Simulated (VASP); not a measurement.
Input of a VASP 6.6.1 run:

File POSCAR:

```
CdF2
1.0
    0.0000000000      2.6941776810      2.6941776810
    2.6941776810      0.0000000000      2.6941776810
    2.6941776810      2.6941776810      0.0000000000
Cd F
1 2
Direct
    0.0000000000      0.0000000000      0.0000000000
    0.2500000000      0.2500000000      0.2500000000
    0.7500000000      0.7500000000      0.7500000000
```

INCAR.step1

```
SYSTEM = CdF2
ALGO = Normal
EDIFF = 1E-5
ENCUT = 520
GGA = PE
GGA_COMPAT = .FALSE.
ISIF = 2
ISMEAR = 0
LASPH = .TRUE.
LCHARG = .FALSE.
LREAL = .FALSE.
LWAVE = .TRUE.
NBANDS = 24
NELM = 120
PREC = Accurate
SIGMA = 0.01
```

The input INCAR.step2:

```
SYSTEM = CdF2
ALGO = Normal
EDIFF = 1E-6
ENCUT = 520
GGA = PE
GGA_COMPAT = .FALSE.
HFSCREEN = 0.2079
ISIF = 2
ISMEAR = 0
ISTART = 1
LASPH = .TRUE.
LCHARG = .FALSE.
LHFCALC = .TRUE.
LREAL = .FALSE.
LWAVE = .FALSE.
NBANDS = 24
NELM = 120
PREC = Accurate
PRECFOCK = Normal
SIGMA = 0.01
```

The input KPOINTS:

```
k-points
0
G
  4 4 4
  0 0 0
```

Potentials or basis: VASP PAW PBE potentials, release 64 (Cd_sv_GW, F).

Command:

```sh
$ cat potpaw_PBE.64/Cd_sv_GW/POTCAR potpaw_PBE.64/F/POTCAR > POTCAR
$ cp INCAR.step1 INCAR
$ mpirun -np 1 vasp_std > vasp.out
$ cp INCAR.step2 INCAR
$ mpirun -np 1 vasp_std > vasp.out
```

Q: Estimate the band gap on the k mesh.

A: 5.19 eV (least direct gap 5.78 eV).

Q: Estimate the pressure.

A: 0.1 GPa.

Caveat: the k points lie up to 0.50 Å⁻¹ apart; the PAW data sets were made with another functional, which shifts forces and pressure a little. A k mesh can miss the band edges.
